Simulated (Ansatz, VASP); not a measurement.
LaTe4 in VASP and in Ansatz

```xyz
5
Lattice="5.7886 0.0000 0.0000 0.0000 5.7886 0.0000 0.0000 0.0000 5.7886" Properties=species:S:1:pos:R:3 pbc="T T T"
La    0.0000    0.0000    0.0000
Te    1.7667    1.7667    1.7667
Te    4.0219    4.0219    1.7667
Te    1.7667    4.0219    4.0219
Te    4.0219    1.7667    4.0219
```

Change from the starting cell: species swapped into the SnI4 type (P-43m, No. 215).

Alike in both runs: functional PBE; k mesh 4 × 4 × 4; occupations gaussian, width 0.1 eV; no spin polarisation.

Ansatz relaxed the structure, and its values are those at the end. VASP's run is a single point on that final structure, the one shown.

|  | VASP | Ansatz |
| --- | --- | --- |
| version | VASP 6.6.1 | Ansatz 0.2.0 |
| potentials or method | VASP PAW PBE potentials, release 64 (La, Te), cutoff 520 eV | scalar-relativistic, plane waves, PAW |
| valence electrons in the cell | 35 | 75 |

VASP gave:

| Item | Value |
| --- | --- |
| gap on the k mesh at the Fermi level (eV) | none |
| pressure (GPa) | 0.3 |
| rms of the force components (eV/Å) | 0.014 |

What did Ansatz give for the same quantities?

gap on the k mesh at the Fermi level (eV): none; pressure (GPa): 0.3; rms of the force components (eV/Å): 0.015.

A gap of «none» marks a metal or a gap that the smearing closes. VASP's potentials hold 35 valence electrons a cell and Ansatz's 75, so a difference there can come from the potentials and not from the codes.

Spin-orbit coupling is off throughout.
